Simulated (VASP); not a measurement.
Runs of VASP 6.6.1 on SiC. The structure is that of space group F-43m (No. 216), or close to it. The cells are those of the table. 

```tsv
level	cell	k mesh	smearing	gap on the mesh (eV)	pressure (GPa)	largest force (eV/Å)
r2SCAN	a = 3.056 Å, angles 57.9°, 2 atoms	10 × 10 × 10	gaussian 0.01 eV	1.40	19.3	-
PBE	a = 3.080, b = 3.073, c = 3.073 Å, angles 60.2, 59.9, 59.9°, 2 atoms	6 × 6 × 6	gaussian 0.01 eV	(a)	4.7	-
PBE	a = 3.056 Å, angles 57.9°, 2 atoms	10 × 10 × 10	fermi-dirac 0.02 eV	1.02	22.9	0.06
PBE	a = 3.101 Å, angles 59.6°, 2 atoms	6 × 6 × 6	gaussian 0.01 eV	1.33	1.4	0.01
r2SCAN	a = 3.078, b = 3.078, c = 3.065 Å, angles 60.1, 60.1, 59.7°, 2 atoms	10 × 10 × 10	gaussian 0.01 eV	1.67	1.4	-
r2SCAN	a = 3.101 Å, angles 59.6°, 2 atoms	10 × 10 × 10	gaussian 0.01 eV	(b)	-2.3	-
PBE	a = 3.080, b = 3.073, c = 3.073 Å, angles 60.2, 59.9, 59.9°, 2 atoms	10 × 10 × 10	fermi-dirac 0.02 eV	1.30	4.6	-
PBE	a = 3.078, b = 3.078, c = 3.065 Å, angles 60.1, 60.1, 59.7°, 2 atoms	6 × 6 × 6	gaussian 0.01 eV	1.30	5.1	-
PBE	a = 3.101 Å, angles 59.6°, 2 atoms	10 × 10 × 10	fermi-dirac 0.02 eV	1.33	1.3	0.01
PBE	a = 3.078, b = 3.078, c = 3.065 Å, angles 60.1, 60.1, 59.7°, 2 atoms	10 × 10 × 10	fermi-dirac 0.02 eV	1.31	5.0	-
r2SCAN	a = 3.080, b = 3.073, c = 3.073 Å, angles 60.2, 59.9, 59.9°, 2 atoms	10 × 10 × 10	gaussian 0.01 eV	1.67	1.0	-
PBE	a = 3.158, b = 3.158, c = 3.080 Å, angles 60.8, 60.8, 58.4°, 2 atoms	6 × 6 × 6	gaussian 0.01 eV	1.14	-6.6	-
```

Alike in all rows: task single point; potentials or basis VASP PAW PBE potentials, release 64 (Si, C); no spin polarisation; cutoff (eV) 520.

Fill in the values left out.

(a) 1.29; (b) 1.70.

Caveats: the PAW data sets were made with another functional, which shifts forces and pressure a little (some runs).

A k mesh can miss the band edges.
